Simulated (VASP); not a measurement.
# Ga4O3 (Pm-3m) in VASP: further runs

Ga4O3 is run at these levels: PBE; tasks: single point, relaxation of cell and atoms.

All numbers are computed with VASP 6.6.1; they aren't measurements. Logs are shortened: lines on timing, memory, paths and dates and some standing lists are left out, and cuts for length are marked.

## Step 1: The cell of the first run

The structure is cubic, space group Pm-3m (No. 221). The conventional cell has a = 4.671 Å, b = 4.671 Å, c = 4.671 Å, α = 90.00°, β = 90.00°, γ = 90.00°. Within 3.1 Å of Ga (site symmetry 4/mmm) lie 2 Ga at 2.34 Å and 4 O at 2.34 Å. Within 3.1 Å of Ga (site symmetry m-3m) lie 6 Ga at 2.34 Å. O (site symmetry 4/mmm) has 4 Ga at 2.34 Å within 3.1 Å.

## Step 2: Single point, PBE

INCAR reads:

```
SYSTEM = Ga4O3
  ALGO = Normal
  EDIFF = 1E-6
  ENCUT = 520
  GGA = PE
  ISIF = 2
  ISMEAR = 0
  LASPH = .TRUE.
  LCHARG = .FALSE.
  LREAL = .FALSE.
  LWAVE = .FALSE.
  NBANDS = 44
  NELM = 100
  PREC = Accurate
  SIGMA = 0.1
```

KPOINTS reads:

```
k-points
0
G
  4 4 4
  0 0 0
```

POSCAR reads:

```
Ga4O3
1.0
    4.6707972900      0.0000000000      0.0000000000
    0.0000000000      4.6707972900      0.0000000000
    0.0000000000      0.0000000000      4.6707972900
Ga O
4 3
Direct
    0.0000000000      0.5000000000      0.5000000000
    0.5000000000      0.0000000000      0.5000000000
    0.5000000000      0.5000000000      0.0000000000
    0.5000000000      0.5000000000      0.5000000000
    0.5000000000      0.0000000000      0.0000000000
    0.0000000000      0.5000000000      0.0000000000
    0.0000000000      0.0000000000      0.5000000000
```

Potentials or basis: VASP PAW PBE potentials, release 64 (Ga_d, O).

On the command line:

```
> cat potpaw_PBE.64/Ga_d/POTCAR potpaw_PBE.64/O/POTCAR > POTCAR
> mpirun -np 1 vasp_std > vasp.out
```

OUTCAR:

```text
SYSTEM = Ga4O3
   EDIFF = 1E-6
   ENCUT = 520
   GGA = PE
   ISIF = 2
   ISMEAR = 0
   LASPH = .TRUE.
   LREAL = .FALSE.
   NELM = 100
   PREC = Accurate

 ion  position               nearest neighbor table
   1  0.000  0.500  0.500-   4 2.34   6 2.34   7 2.34   6 2.34   7 2.34   4 2.34
   2  0.500  0.000  0.500-   4 2.34   5 2.34   7 2.34   5 2.34   4 2.34   7 2.34
   3  0.500  0.500  0.000-   4 2.34   5 2.34   6 2.34   4 2.34   5 2.34   6 2.34
   4  0.500  0.500  0.500-   1 2.34   2 2.34   3 2.34   3 2.34   2 2.34   1 2.34
   5  0.500  0.000  0.000-   2 2.34   3 2.34   2 2.34   3 2.34
   6  0.000  0.500  0.000-   1 2.34   3 2.34   1 2.34   3 2.34
   7  0.000  0.000  0.500-   1 2.34   2 2.34   1 2.34   2 2.34

  LATTYP: Found a simple cubic cell.
 ALAT       =     4.6707972900

  Lattice vectors:

 A1 = (   4.6707972900,   0.0000000000,   0.0000000000)
 A2 = (   0.0000000000,   4.6707972900,   0.0000000000)
 A3 = (   0.0000000000,   0.0000000000,   4.6707972900)

Analysis of symmetry for initial positions (statically):
=====================================================================
 Subroutine PRICEL returns:
 Original cell was already a primitive cell.

 Routine SETGRP: Setting up the symmetry group for a
 simple cubic supercell.

 Subroutine GETGRP returns: Found 48 space group operations
 (whereof 48 operations were pure point group operations)
 out of a pool of 48 trial point group operations.

The static configuration has the point symmetry O_h .

Analysis of symmetry for dynamics (positions and initial velocities):
=====================================================================
 Subroutine PRICEL returns:
 Original cell was already a primitive cell.

 Routine SETGRP: Setting up the symmetry group for a
 simple cubic supercell.

 Subroutine GETGRP returns: Found 48 space group operations
 (whereof 48 operations were pure point group operations)
 out of a pool of 48 trial point group operations.

The dynamic configuration has the point symmetry O_h .

 Subroutine INISYM returns: Found 48 space group operations
 (whereof 48 operations are pure point group operations),
 and found     1 'primitive' translations

----------------------------------------------------------------------------------------

                                     Primitive cell

  volume of cell :     101.8997

  direct lattice vectors                    reciprocal lattice vectors
     4.670797290  0.000000000  0.000000000     0.214096211  0.000000000  0.000000000
     0.000000000  4.670797290  0.000000000     0.000000000  0.214096211  0.000000000
     0.000000000  0.000000000  4.670797290     0.000000000  0.000000000  0.214096211

  length of vectors
     4.670797290  4.670797290  4.670797290     0.214096211  0.214096211  0.214096211

  position of ions in fractional coordinates (direct lattice)
     0.000000000  0.500000000  0.500000000
     0.500000000  0.000000000  0.500000000
     0.500000000  0.500000000  0.000000000
     0.500000000  0.500000000  0.500000000
     0.500000000  0.000000000  0.000000000
     0.000000000  0.500000000  0.000000000
     0.000000000  0.000000000  0.500000000

  ion indices of the primitive-cell ions
   primitive index   ion index
                 1           1
                 2           2
                 3           3
                 4           4
                 5           5
                 6           6
                 7           7

----------------------------------------------------------------------------------------

 KPOINTS: k-points

Automatic generation of k-mesh.
 Grid dimensions read from file:
 generate k-points for:    4    4    4

 Generating k-lattice:

  Cartesian coordinates                     Fractional coordinates (reciprocal lattice)
     0.053524053  0.000000000  0.000000000     0.250000000  0.000000000  0.000000000
     0.000000000  0.053524053  0.000000000     0.000000000  0.250000000  0.000000000
     0.000000000  0.000000000  0.053524053     0.000000000  0.000000000  0.250000000

  Length of vectors
     0.053524053  0.053524053  0.053524053

  Shift w.r.t. Gamma in fractional coordinates (k-lattice)
     0.000000000  0.000000000  0.000000000

 Subroutine IBZKPT returns following result:
 ===========================================

 Found     10 irreducible k-points:

 Following reciprocal coordinates:
            Coordinates               Weight
  0.000000  0.000000  0.000000      1.000000
  0.250000  0.000000  0.000000      6.000000
  0.500000  0.000000  0.000000      3.000000
  0.250000  0.250000  0.000000     12.000000
  0.500000  0.250000  0.000000     12.000000
  0.500000  0.500000  0.000000      3.000000
  0.250000  0.250000  0.250000      8.000000
  0.500000  0.250000  0.250000     12.000000
  0.500000  0.500000  0.250000      6.000000
  0.500000  0.500000  0.500000      1.000000
   k-points           NKPTS =     10   k-points in BZ     NKDIM =     10   number of bands    NBANDS=     44
   number of dos      NEDOS =    301   number of ions     NIONS =      7
   total plane-waves  NPLWV =  46656
   dimension x,y,z NGX =    36 NGY =   36 NGZ =   36
   dimension x,y,z NGXF=    72 NGYF=   72 NGZF=   72
   ions per type =               4   3
   NGX,Y,Z   is equivalent  to a cutoff of  12.81, 12.81, 12.81 a.u.
   NGXF,Y,Z  is equivalent  to a cutoff of  25.63, 25.63, 25.63 a.u.
 SYSTEM =  Ga4O3
   PREC   = accura    normal or accurate (medium, high low for compatibility)
   ISTART =      0    job   : 0-new  1-cont  2-samecut
   ICHARG =      2    charge: 1-file 2-atom 10-const
   ISPIN  =      1    spin polarized calculation?
   LNONCOLLINEAR =      F non collinear calculations
   LSORBIT =      F    spin-orbit coupling
   LASPH  =      T    aspherical Exc in radial PAW
   ENCUT  =  520.0 eV  38.22 Ry    6.18 a.u.   8.68  8.68  8.68*2*pi/ulx,y,z
   NELM   =    100;   NELMIN=  2; NELMDL= -5     # of ELM steps
   EDIFF  = 0.1E-05   stopping-criterion for ELM
   LREAL  =      F    real-space projection
   EDIFFG = 0.1E-04   stopping-criterion for IOM
   NSW    =      0    number of steps for IOM
   IBRION =     -1    ionic relax: 0-MD 1-quasi-New 2-CG
   NFREE  =      0    steps in history (QN), initial steepest desc. (CG)
   ISIF   =      2    stress and relaxation
   ISYM   =      2    0-nonsym 1-usesym 2-fastsym
   POTIM  = 0.5000    time-step for ionic-motion
   TEBEG  =    0.0;   TEEND  =   0.0 temperature during run
   PSTRESS=    0.0 pullay stress
   NELECT =      70.0000    total number of electrons
   NUPDOWN=      -1.0000    fix difference up-down
   EMIN   =  10.00;   EMAX   =-10.00  energy-range for DOS
   EFERMI =   0.00;   METHOD = LEGACY
   ISMEAR =     0;   SIGMA  =   0.10  broadening in eV -4-tet -1-fermi 0-gaus
   EFERMI_NEDOS =   21; number of points for ismear=-14 and -15
   IALGO  =     38    algorithm
   IMIX   =      4    mixing-type and parameters
     AMIX     =   0.40;   BMIX     =  1.00
     AMIX_MAG =   1.60;   BMIX_MAG =  1.00
  volume/ion in A,a.u.               =      14.56        98.24
  Fermi-wavevector in a.u.,A,eV,Ry     =   1.444496  2.729703 28.389510  2.086570
  Thomas-Fermi vector in A             =   2.562785
   LORBIT       =      0    0 simple, 1 ext, 2 COOP (PROOUT), +10 PAW based schemes
   GGA     = PE    functional components
   LHFCALC =     F    Hartree Fock is set to
   AEXX    =    0.0000 exact exchange contribution
   IVDW    =     0    specifies the selected vdW correction
   LEPSILON=     F    determine dielectric tensor
   LRPA    =     F    only Hartree local field effects (RPA)
 non-spin polarized calculation
 Gauss-broadening in eV      SIGMA  =   0.10
  energy-cutoff  :      520.00
  volume of cell :      101.90
 maximum number of plane-waves:      2800
 NGX is ok and might be reduce to    36
   NGX = 17   NGY = 17   NGZ = 17

 number of electron      69.9999960 magnetization

 Free energy of the ion-electron system (eV)
  ---------------------------------------------------
  ext. energy  EPLUGINS =         0.00000000
  ---------------------------------------------------
  free energy    TOTEN  =       -27.30471600 eV

  energy without entropy =      -27.27033109  energy(sigma->0) =      -27.28752355

 E-fermi :   2.9898     XC(G=0): -10.6631

 val. band max:        2.9616129654   @ k =   0.5000   0.5000   0.5000
 cond. band min:       3.0172890656   @ k =   0.5000   0.5000   0.0000
 fundamental gap:      0.0556761002
 Fermi energy:         2.9897601798

 k-point     1 :       0.0000    0.0000    0.0000
  band No.  band energies     occupation
      1     -13.7828      2.00000
      2     -13.3378      2.00000
      3     -13.3378      2.00000
      4     -12.4862      2.00000
      5     -12.4862      2.00000
      6     -12.1104      2.00000
[... 36 lines left out ...]
     43      12.4187      0.00000
     44      12.4237      0.00000

 k-point     2 :       0.2500    0.0000    0.0000
  band No.  band energies     occupation
      1     -13.6739      2.00000
      2     -13.3636      2.00000
      3     -13.2651      2.00000
      4     -12.4858      2.00000
      5     -12.3897      2.00000
      6     -12.1091      2.00000
[... 36 lines left out ...]
     43      11.3567      0.00000
     44      11.4087      0.00000

 k-point     3 :       0.5000    0.0000    0.0000
  band No.  band energies     occupation
      1     -13.4809      2.00000
      2     -13.4677      2.00000
      3     -13.1860      2.00000
      4     -12.4855      2.00000
      5     -12.2923      2.00000
      6     -12.1078      2.00000
[... 318 lines left out ...]
     43      10.2139      0.00000
     44      11.4170      0.00000

 k-point    10 :       0.5000    0.5000    0.5000
  band No.  band energies     occupation
      1     -13.1649      2.00000
      2     -13.1649      2.00000
      3     -13.1649      2.00000
      4     -12.0424      2.00000
      5     -12.0424      2.00000
      6     -11.8849      2.00000
[... 36 lines left out ...]
     43      11.2318      0.00000
     44      11.2318      0.00000

------------------------ aborting loop because EDIFF is reached ----------------------------------------

  FORCE on cell =-STRESS in cart. coord.  units (eV):
  Direction    XX          YY          ZZ          XY          YZ          ZX
  --------------------------------------------------------------------------------------
  -------------------------------------------------------------------------------------
  Total       -1.8389494     -1.8389494     -1.8389494      0.0000000      0.0000000     -0.0000000
  in kB      -28.9139412    -28.9139412    -28.9139412      0.0000000      0.0000000     -0.0000000
  external PRESSURE =     -28.9139412 kB  Pullay stress =       0.0000000 kB

 VOLUME and BASIS-vectors are now :
 -----------------------------------------------------------------------------
  energy-cutoff  :      520.00
  volume of cell :      101.90
      direct lattice vectors                 reciprocal lattice vectors
     4.670797290  0.000000000  0.000000000     0.214096211  0.000000000  0.000000000
     0.000000000  4.670797290  0.000000000     0.000000000  0.214096211  0.000000000
     0.000000000  0.000000000  4.670797290     0.000000000  0.000000000  0.214096211

 POSITION                                       TOTAL-FORCE (eV/Angst)
 -----------------------------------------------------------------------------------
      0.00000      2.33540      2.33540         0.000000      0.000000      0.000000
      2.33540      0.00000      2.33540         0.000000      0.000000      0.000000
      2.33540      2.33540      0.00000         0.000000      0.000000      0.000000
      2.33540      2.33540      2.33540         0.000000      0.000000      0.000000
      2.33540      0.00000      0.00000         0.000000      0.000000      0.000000
      0.00000      2.33540      0.00000         0.000000      0.000000      0.000000
      0.00000      0.00000      2.33540         0.000000      0.000000      0.000000
 -----------------------------------------------------------------------------------
    total drift:                                0.000000      0.000000      0.000000

  FREE ENERGIE OF THE ION-ELECTRON SYSTEM (eV)
  ---------------------------------------------------
  free  energy   TOTEN  =       -27.3047159980 eV

  energy  without entropy=      -27.2703310930  energy(sigma->0) =      -27.28752355
```

Run time: 44 s. Hardware: 1 thread of Intel Xeon Platinum 8488C (Sapphire Rapids), shared host; peak memory 0.21 GiB.

Results:

```
Free energy            : -27.3047 eV
Pressure               : -2.9 GPa
Band gap on the k mesh : zero (band 35 reaches 4.01 eV, above the bottom of band 36 at 2.75 eV)
```

## Step 3: Single point, PBE

This run uses another cell than the first one, of 14.03 Å³/atom, 0.964 times its volume.

INCAR reads:

```
ALGO = Normal
EDIFF = 1E-6
ENCUT = 600
GGA = PE
GGA_COMPAT = F
ISIF = 2
ISMEAR = 0
LASPH = T
LCHARG = F
LREAL = F
LWAVE = F
NBANDS = 44
NELM = 120
PREC = Accurate
SIGMA = 0.1
```

KPOINTS reads:

```
k-points
0
Gamma
  4 4 4
```

POSCAR: that of step 2 with these lines changed.

```diff
@@ -2,5 +2,5 @@
 1.0
-    4.6707972900      0.0000000000      0.0000000000
-    0.0000000000      4.6707972900      0.0000000000
-    0.0000000000      0.0000000000      4.6707972900
+    4.6138389391      0.0000000000      0.0000000000
+    0.0000000000      4.6138389391      0.0000000000
+    0.0000000000      0.0000000000      4.6138389391
 Ga O
```

Potentials or basis: VASP PAW PBE potentials, release 64 (Ga_d, O).

On the command line:

```
> cat potpaw_PBE.64/Ga_d/POTCAR potpaw_PBE.64/O/POTCAR > POTCAR
> mpirun -np 1 vasp_std > vasp.out
```

OUTCAR:

```text
EDIFF = 1E-6
   ENCUT = 600
   GGA = PE
   ISIF = 2
   ISMEAR = 0
   LASPH = T
   LREAL = F
   NELM = 120
   PREC = Accurate

 ion  position               nearest neighbor table
   1  0.000  0.500  0.500-   4 2.31   6 2.31   7 2.31   6 2.31   7 2.31   4 2.31
   2  0.500  0.000  0.500-   4 2.31   5 2.31   7 2.31   5 2.31   4 2.31   7 2.31
   3  0.500  0.500  0.000-   4 2.31   5 2.31   6 2.31   4 2.31   5 2.31   6 2.31
   4  0.500  0.500  0.500-   1 2.31   2 2.31   3 2.31   3 2.31   2 2.31   1 2.31
   5  0.500  0.000  0.000-   2 2.31   3 2.31   2 2.31   3 2.31
   6  0.000  0.500  0.000-   1 2.31   3 2.31   1 2.31   3 2.31
   7  0.000  0.000  0.500-   1 2.31   2 2.31   1 2.31   2 2.31
[... 663 lines left out ...]
  Total        0.0977329      0.0977329      0.0977329      0.0000000     -0.0000000      0.0000000
  in kB        1.5942777      1.5942777      1.5942777      0.0000000     -0.0000000      0.0000000
  external PRESSURE =       1.5942777 kB  Pullay stress =       0.0000000 kB

 VOLUME and BASIS-vectors are now :
 -----------------------------------------------------------------------------
  energy-cutoff  :      600.00
  volume of cell :       98.22
      direct lattice vectors                 reciprocal lattice vectors
     4.613838939  0.000000000  0.000000000     0.216739252  0.000000000  0.000000000
     0.000000000  4.613838939  0.000000000     0.000000000  0.216739252  0.000000000
     0.000000000  0.000000000  4.613838939     0.000000000  0.000000000  0.216739252

 POSITION                                       TOTAL-FORCE (eV/Angst)
 -----------------------------------------------------------------------------------
      0.00000      2.30692      2.30692         0.000000      0.000000      0.000000
      2.30692      0.00000      2.30692         0.000000      0.000000      0.000000
      2.30692      2.30692      0.00000         0.000000      0.000000      0.000000
      2.30692      2.30692      2.30692         0.000000      0.000000      0.000000
      2.30692      0.00000      0.00000         0.000000      0.000000      0.000000
      0.00000      2.30692      0.00000         0.000000      0.000000      0.000000
      0.00000      0.00000      2.30692         0.000000      0.000000      0.000000
 -----------------------------------------------------------------------------------
    total drift:                               -0.000000      0.000000     -0.000000

  FREE ENERGIE OF THE ION-ELECTRON SYSTEM (eV)
  ---------------------------------------------------
  free  energy   TOTEN  =       -27.3367452277 eV

  energy  without entropy=      -27.3066007853  energy(sigma->0) =      -27.32167301
```

stdout:

```text
POSCAR found type information on POSCAR GaO
 POSCAR found :  2 types and       7 ions
 scaLAPACK will be used
 LDA part: xc-table for (Slater+PW92), standard interpolation
 POSCAR, INCAR and KPOINTS ok, starting setup
 FFT: planning ... GRIDC
 FFT: planning ... GRID_SOFT
 FFT: planning ... GRID
 WAVECAR not read
 entering main loop
```

Wall time 96 s (1 thread of Intel Xeon 8259CL, shared host); peak memory 0.25 GiB.

What came out:

* Free energy: -27.3367 eV
* Pressure: 0.2 GPa
* Band gap on the k mesh: zero (band 35 reaches 4.42 eV, above the bottom of band 36 at 3.06 eV)

## Step 4: Relaxation of cell and atoms, PBE

INCAR reads:

```
SYSTEM = Ga4O3
  PREC = Accurate
  ENCUT = 600
  EDIFF = 1E-7
  ISMEAR = 0
  SIGMA = 0.1
  LREAL = .False.
  LASPH = .True.
  NELM = 120
  ALGO = Normal
  ISIF = 3
  LWAVE = .False.
  LCHARG = .False.
  GGA = PE
  IBRION = 2
  NSW = 90
  EDIFFG = -0.04
  GGA_COMPAT = .False.
  NELMIN = 4
```

KPOINTS reads:

```
regular mesh
0
Gamma
  4 4 4
  0 0 0
```

POSCAR: that of step 3 with these lines changed.

```diff
@@ -2,5 +2,5 @@
 1.0
-    4.6138389391      0.0000000000      0.0000000000
-    0.0000000000      4.6138389391      0.0000000000
-    0.0000000000      0.0000000000      4.6138389391
+    4.6707972900      0.0000000000      0.0000000000
+    0.0000000000      4.6707972900      0.0000000000
+    0.0000000000      0.0000000000      4.6707972900
 Ga O
```

On the command line:

```
> cat potpaw_PBE.64/Ga_d/POTCAR potpaw_PBE.64/O/POTCAR > POTCAR
> mpirun -np 1 vasp_std > vasp.out
```

It took 3.3 min on 1 thread of Intel Xeon 8259CL, shared host; peak memory 0.26 GiB.

The run converged. Its results:

- Free energy: -27.3411 eV
- Relaxed volume: 13.99 Å³/atom
- Relaxed cell: a = 4.610 Å, b = 4.610 Å, c = 4.610 Å, α = 90.00°, β = 90.00°, γ = 90.00°
- Space group after relaxing (to 0.05 Å): Pm-3m (No. 221)
- Energy gained by relaxing: 4.9 meV/atom
- Ionic steps: 2
- Pressure after relaxing: 0.4 GPa
- Band gap on the k mesh: zero (band 35 reaches 4.45 eV, above the bottom of band 36 at 3.08 eV)

The path:
```
step  energy change (eV)  largest force (eV/Å)  pressure (GPa)  volume (Å³)
   1              0.0000                0.0000           -2.98       101.90
   2             -0.0340                0.0000            0.36        97.95
```

Final structure:
```yaml
crystal:
  lattice:
    - [4.60972, 0.00000, 0.00000]
    - [0.00000, 4.60972, 0.00000]
    - [0.00000, 0.00000, 4.60972]
  atoms:
    - { symbol: Ga, position: [0.00000, 0.50000, 0.50000] }
    - { symbol: Ga, position: [0.50000, 0.00000, 0.50000] }
    - { symbol: Ga, position: [0.50000, 0.50000, 0.00000] }
    - { symbol: Ga, position: [0.50000, 0.50000, 0.50000] }
    - { symbol: O, position: [0.50000, 0.00000, 0.00000] }
    - { symbol: O, position: [0.00000, 0.50000, 0.00000] }
    - { symbol: O, position: [0.00000, 0.00000, 0.50000] }
```

Levels at points of the mesh, in eV from the Fermi level:
| k point | band 31 | band 32 | band 33 | band 34 | band 35 | band 36 | band 37 | band 38 |
| --- | --- | --- | --- | --- | --- | --- | --- | --- |
| (0.00, 0.00, 0.00) | -1.42 | -1.42 | -0.50 | -0.50 | -0.50 | 0.40 | 0.40 | 0.40 |
| (0.50, 0.00, 0.00) | -1.62 | -0.98 | -0.56 | -0.56 | -0.28 | -0.28 | 1.89 | 2.59 |
| (0.50, 0.50, 0.00) | -1.44 | -1.40 | -0.78 | -0.14 | 0.04 | 0.04 | 3.22 | 4.05 |
| (0.50, 0.50, 0.50) | -1.31 | -0.06 | -0.06 | 1.09 | 1.09 | 1.09 | 3.28 | 3.28 |

## Step 5: The runs side by side

```csv
task,cell,cutoff (eV),gap on the mesh (eV),pressure (GPa)
single point,"a = 4.671 Å, 7 atoms",520,none,-2.9
single point,"a = 4.614 Å, 7 atoms",600,none,0.2
relaxation of cell and atoms,"relaxed from a = 4.671 Å, 7 atoms",600,none,0.4
```

Alike in all rows: level PBE; potentials or basis VASP PAW PBE potentials, release 64 (Ga_d, O); no spin polarisation; k mesh 4 × 4 × 4; smearing gaussian 0.1 eV.

Absolute energies hang on the potentials; compare differences alone.
